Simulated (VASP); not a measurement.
# MgS (lda) (Fm-3m) in VASP: a series of runs, part 2 of 2

VASP 6.6.1. The steps go on from the part before.

## 3. Single point, LDA

INCAR reads:

```
SYSTEM = MgS
ALGO = Normal
EDIFF = 1E-6
ENCUT = 600
GGA = CA
GGA_COMPAT = .False.
ISIF = 2
ISMEAR = 0
LASPH = .True.
LCHARG = .True.
LELF = .True.
LREAL = .False.
LVHAR = .True.
LWAVE = .False.
NBANDS = 11
NELM = 120
PREC = Accurate
SIGMA = 0.01
```

KPOINTS reads:

```
k-points
0
Gamma
  6 6 6
  0 0 0
```

POSCAR reads:

```
MgS
1.0
    0.0000000000      2.5649423647      2.5649423647
    2.5649423647      0.0000000000      2.5649423647
    2.5649423647      2.5649423647      0.0000000000
Mg S
1 1
Direct
    0.0000000000      0.0000000000      0.0000000000
    0.5000000000      0.5000000000      0.5000000000
```

Potentials or basis: VASP PAW LDA potentials, release 64 (Mg, S).

Launch:

```
cat potpaw_LDA.64/Mg/POTCAR potpaw_LDA.64/S/POTCAR > POTCAR
mpirun -np 1 vasp_std > vasp.out
```

OUTCAR:

```text
SYSTEM = MgS
   EDIFF = 1E-6
   ENCUT = 600
   GGA = CA
   ISIF = 2
   ISMEAR = 0
   LASPH = .True.
   LREAL = .False.
   NELM = 120
   PREC = Accurate

 ion  position               nearest neighbor table
   1  0.000  0.000  0.000-   2 2.56   2 2.56   2 2.56   2 2.56   2 2.56   2 2.56
   2  0.500  0.500  0.500-   1 2.56   1 2.56   1 2.56   1 2.56   1 2.56   1 2.56

  LATTYP: Found a face centered cubic cell.
 ALAT       =     5.1298847294

  Lattice vectors:

 A1 = (   0.0000000000,   2.5649423647,   2.5649423647)
 A2 = (   2.5649423647,   0.0000000000,   2.5649423647)
 A3 = (   2.5649423647,   2.5649423647,   0.0000000000)

Analysis of symmetry for initial positions (statically):
=====================================================================
 Subroutine PRICEL returns:
 Original cell was already a primitive cell.

 Routine SETGRP: Setting up the symmetry group for a
 face centered cubic supercell.

 Subroutine GETGRP returns: Found 48 space group operations
 (whereof 48 operations were pure point group operations)
 out of a pool of 48 trial point group operations.

The static configuration has the point symmetry O_h .

[... 161 lines left out ...]
      1      -8.9158      2.00000
      2       3.9760      2.00000
      3       3.9760      2.00000
      4       3.9760      2.00000
      5       7.8101      0.00000
      6      11.7804      0.00000
      7      11.7804      0.00000
      8      11.7804      0.00000
      9      14.2832      0.00000
     10      14.2832      0.00000
     11      16.4262      0.00000
[... 197 lines left out ...]
 k-point    16 :      -0.3333    0.5000    0.1667
  band No.  band energies     occupation
      1      -7.0148      2.00000
      2      -0.0428      2.00000
      3       1.1961      2.00000
      4       1.5930      2.00000
      5       8.3348      0.00000
      6      10.0412      0.00000
      7      13.1435      0.00000
      8      13.8297      0.00000
      9      17.9318      0.00000
     10      19.1655      0.00000
     11      19.6415      0.00000

------------------------ aborting loop because EDIFF is reached ----------------------------------------

  FORCE on cell =-STRESS in cart. coord.  units (eV):
  Direction    XX          YY          ZZ          XY          YZ          ZX
  --------------------------------------------------------------------------------------
  -------------------------------------------------------------------------------------
  Total       -0.1204923     -0.1204923     -0.1204923      0.0000000     -0.0000000      0.0000000
  in kB       -5.7201435     -5.7201435     -5.7201435      0.0000000     -0.0000000      0.0000000
  external PRESSURE =      -5.7201435 kB  Pullay stress =       0.0000000 kB

 VOLUME and BASIS-vectors are now :
 -----------------------------------------------------------------------------
  energy-cutoff  :      600.00
  volume of cell :       33.75
      direct lattice vectors                 reciprocal lattice vectors
     0.000000000  2.564942365  2.564942365    -0.194936154  0.194936154  0.194936154
     2.564942365  0.000000000  2.564942365     0.194936154 -0.194936154  0.194936154
     2.564942365  2.564942365  0.000000000     0.194936154  0.194936154 -0.194936154

 POSITION                                       TOTAL-FORCE (eV/Angst)
 -----------------------------------------------------------------------------------
      0.00000      0.00000      0.00000         0.000000      0.000000      0.000000
      2.56494      2.56494      2.56494        -0.000000     -0.000000      0.000000
 -----------------------------------------------------------------------------------
    total drift:                               -0.000000     -0.000000      0.000000

  FREE ENERGIE OF THE ION-ELECTRON SYSTEM (eV)
  ---------------------------------------------------
  free  energy   TOTEN  =        -9.5890682469 eV

  energy  without entropy=       -9.5890682469  energy(sigma->0) =       -9.58906825
```

OSZICAR:

```text
N       E                     dE             d eps       ncg     rms          rms(c)
DAV:   1     0.257752176936E+02    0.25775E+02   -0.41311E+03   368   0.683E+02
DAV:   2    -0.819930551675E+01   -0.33975E+02   -0.32482E+02   455   0.112E+02
DAV:   3    -0.100036399489E+02   -0.18043E+01   -0.18005E+01   445   0.263E+01
DAV:   4    -0.100148524948E+02   -0.11213E-01   -0.11212E-01   447   0.249E+00
DAV:   5    -0.100149226806E+02   -0.70186E-04   -0.70185E-04   437   0.187E-01    0.460E+00
DAV:   6    -0.964309428907E+01    0.37183E+00   -0.78705E-01   385   0.348E+00    0.355E+00
DAV:   7    -0.959412548729E+01    0.48969E-01   -0.19020E-01   417   0.183E+00    0.219E+00
DAV:   8    -0.958941736474E+01    0.47081E-02   -0.11300E-02   379   0.589E-01    0.857E-01
DAV:   9    -0.958909620719E+01    0.32116E-03   -0.58021E-04   412   0.126E-01    0.373E-01
DAV:  10    -0.958907385152E+01    0.22356E-04   -0.55668E-05   417   0.363E-02    0.147E-01
DAV:  11    -0.958906820345E+01    0.56481E-05   -0.27924E-05   394   0.230E-02    0.170E-02
DAV:  12    -0.958906824687E+01   -0.43419E-07   -0.29358E-07   224   0.386E-03
   1 F= -.95890682E+01 E0= -.95890682E+01  d E =-.128518E-66
```

It took 13 s on 1 thread of AMD EPYC 7R13, shared host; peak memory 0.12 GiB.

What came out:

* Free energy: -9.5891 eV
* Pressure: -0.6 GPa
* Band gap on the k mesh: 2.65 eV, indirect (least direct gap 3.83 eV)

Levels at points of the mesh, in eV from the valence-band top:
| k point | band 1 | band 2 | band 3 | band 4 | band 5 | band 6 | band 7 | band 8 |
| --- | --- | --- | --- | --- | --- | --- | --- | --- |
| (0.00, 0.00, 0.00) | -12.89 | 0.00 | 0.00 | 0.00 | 3.83 | 7.80 | 7.80 | 7.80 |
| (0.50, 0.00, 0.00) | -11.44 | -5.14 | -0.64 | -0.64 | 4.44 | 6.79 | 6.79 | 10.30 |
| (0.50, 0.50, 0.00) | -11.03 | -4.48 | -1.81 | -1.81 | 2.65 | 4.11 | 12.21 | 12.87 |

## 4. Relaxation of cell and atoms, LDA

This run uses another cell than the first one, of 17.58 Å³/atom, 1.042 times its volume.

INCAR reads:

```
SYSTEM = MgS
ALGO = Normal
EDIFF = 1E-7
EDIFFG = -0.002
ENCUT = 600
GGA = CA
GGA_COMPAT = .False.
IBRION = 2
ISIF = 3
ISMEAR = 0
LASPH = .True.
LCHARG = .False.
LREAL = .False.
LWAVE = .False.
NELM = 120
NELMIN = 4
NSW = 100
PREC = Accurate
SIGMA = 0.02
```

KPOINTS is that of step 3.

POSCAR reads:

```
MgS
1.0
    0.0000000000      2.6000000000      2.6000000000
    2.6000000000      0.0000000000      2.6000000000
    2.6000000000      2.6000000000      0.0000000000
Mg S
1 1
Direct
    0.0000000000      0.0000000000      0.0000000000
    0.5000000000      0.5000000000      0.5000000000
```

Launch:

```
cat potpaw_LDA.64/Mg/POTCAR potpaw_LDA.64/S/POTCAR > POTCAR
mpirun -np 1 vasp_std > vasp.out
```

Run time: 19 s. Hardware: 1 thread of AMD EPYC 7R13, shared host; peak memory 0.13 GiB.

It converged, with:

```
Free energy                            : -9.5895 eV
Relaxed volume                         : 16.76 Å³/atom
Relaxed cell                           : a = 3.619 Å, b = 3.619 Å, c = 3.619 Å, α = 60.00°, β = 60.00°, γ = 60.00°
Space group after relaxing (to 0.05 Å) : Fm-3m (No. 225)
Energy gained by relaxing              : 9.7 meV/atom
Ionic steps                            : 3
Pressure after relaxing                : 0.0 GPa
Band gap on the k mesh                 : 2.66 eV, indirect (least direct gap 3.89 eV)
```

Step by step:
```tsv
step	energy change (eV)	largest force (eV/Å)	pressure (GPa)	volume (Å³)
1	0.0000	0.0000	-3.66	35.15
2	-0.0182	0.0000	0.99	33.15
3	-0.0193	0.0000	0.00	33.52
```

Final structure:
```cif
data_structure
_symmetry_space_group_name_H-M 'P 1'
_symmetry_Int_Tables_number 1
_cell_length_a 3.6193
_cell_length_b 3.6193
_cell_length_c 3.6193
_cell_angle_alpha 60.000
_cell_angle_beta 60.000
_cell_angle_gamma 60.000
_cell_volume 33.52
loop_
_atom_site_label
_atom_site_type_symbol
_atom_site_fract_x
_atom_site_fract_y
_atom_site_fract_z
_atom_site_occupancy
Mg1 Mg 0.00000 0.00000 0.00000 1
S1 S 0.50000 0.50000 0.50000 1
```

Levels at points of the mesh, in eV from the valence-band top:
| k point | band 2 | band 3 | band 4 | band 5 | band 6 | band 7 |
| --- | --- | --- | --- | --- | --- | --- |
| (0.00, 0.00, 0.00) | 0.00 | 0.00 | 0.00 | 3.89 | 7.80 | 7.80 |
| (0.50, 0.00, 0.00) | -5.18 | -0.65 | -0.65 | 4.45 | 6.80 | 6.80 |
| (0.50, 0.50, 0.00) | -4.52 | -1.82 | -1.82 | 2.66 | 4.09 | 12.28 |

A k mesh can miss the band edges. LDA gaps usually lie below the measured ones, often by a third to a half.
